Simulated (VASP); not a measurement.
Set up this calculation in VASP 6.6.1, as the native input.

- Task: single point
- Functional: PBE
- Potentials or basis: VASP PAW PBE potentials, release 64 (Sc_sv, Ge_d)
- Cutoff: 520 eV
- k mesh: 10 × 10 × 10
- Occupations: gaussian, width 0.1 eV
- Spin: no spin polarisation
- Dipole correction: no
- Further INCAR settings: ALGO = Fast; EDIFF = 1e-06; NBANDS = 32

The structure of Sc3Ge lies in POSCAR:

```
Sc3Ge
1.0
    4.3500025383      0.0000000000      0.0000000000
    0.0000000000      4.3500025383      0.0000000000
    0.0000000000      0.0000000000      4.3500025383
Sc Ge
3 1
Direct
    0.0000000000      0.5000000000      0.5000000000
    0.5000000000      0.0000000000      0.5000000000
    0.5000000000      0.5000000000      0.0000000000
    0.0000000000      0.0000000000      0.0000000000
```

The input as run:

INCAR

```
PREC = Accurate
ENCUT = 520
EDIFF = 1E-6
ISMEAR = 0
SIGMA = 0.1
LREAL = False
LASPH = True
NELM = 100
ALGO = Fast
ISIF = 2
LWAVE = False
LCHARG = False
GGA = PE
NBANDS = 32
```

KPOINTS

```
Automatic mesh
0
Gamma
  10 10 10
```

Potentials or basis: VASP PAW PBE potentials, release 64 (Sc_sv, Ge_d).

The run is started by

```console
$ cat potpaw_PBE.64/Sc_sv/POTCAR potpaw_PBE.64/Ge_d/POTCAR > POTCAR
$ mpirun -np 1 vasp_std > vasp.out
```

It gave:

```json
{
 "Pressure": "0.1 GPa"
}
```

Wall time 85 s on 1 thread of Intel(R) Xeon(R) 6975P-C (Granite Rapids), on a shared host, peak memory 0.26 GiB.
